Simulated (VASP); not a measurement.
Here is a VASP 6.6.1 calculation.

The input POSCAR:

```
Hf
1.0
    3.1328082611      0.0000000000      0.0000000000
   -1.5664041305      2.7130915393      0.0000000000
    0.0000000000      0.0000000000      4.9427197839
Hf
2
Direct
    0.3333333333      0.6666666667      0.2500000000
    0.6666666667      0.3333333333      0.7500000000
```

Contents of INCAR.step1:

```
SYSTEM = Hf
PREC = Accurate ; ENCUT = 520
ISMEAR = 0 ; SIGMA = 0.1
LREAL = .False. ; LASPH = .True.
NELM = 80 ; NBANDS = 17
GGA = PE ; ALGO = Normal
EDIFF = 1E-4 ; LWAVE = .True.
LCHARG = .False.
```

Contents of INCAR.step2:

```
SYSTEM = Hf
PREC = Accurate ; ENCUT = 520
EDIFF = 1E-6 ; ISMEAR = 0
SIGMA = 0.1 ; LREAL = .False.
LASPH = .True. ; NELM = 80
ALGO = Normal ; ISIF = 2
LWAVE = .False. ; LCHARG = .True.
METAGGA = R2SCAN ; LMIXTAU = .True.
LELF = .True. ; LVHAR = .True.
NBANDS = 17 ; ISTART = 1
```

The input KPOINTS:

```
regular mesh
0
Gamma
  15 15 8
  0 0 0
```

Potentials or basis: VASP PAW PBE potentials, release 64 (Hf_pv).

The run is started by

```sh
$ cat potpaw_PBE.64/Hf_pv/POTCAR > POTCAR
$ cp INCAR.step1 INCAR
$ mpirun -np 1 vasp_std > vasp.out
$ cp INCAR.step2 INCAR
$ mpirun -np 1 vasp_std > vasp.out
```

Problem. What does it give for the pressure?

Solution. 7.0 GPa.

Problem. Estimate the band gap on the k mesh.

Solution. Zero (band 10 reaches 6.61 eV, above the bottom of band 11 at 4.82 eV).

Stress tensor (GPa, compression positive):
```
7.09 0.00 0.00
0.00 7.09 0.00
0.00 0.00 6.95
```

Caveat: the PAW data sets were made with another functional, which shifts forces and pressure a little; spin-orbit coupling is left out, which moves the levels of the heavy elements.
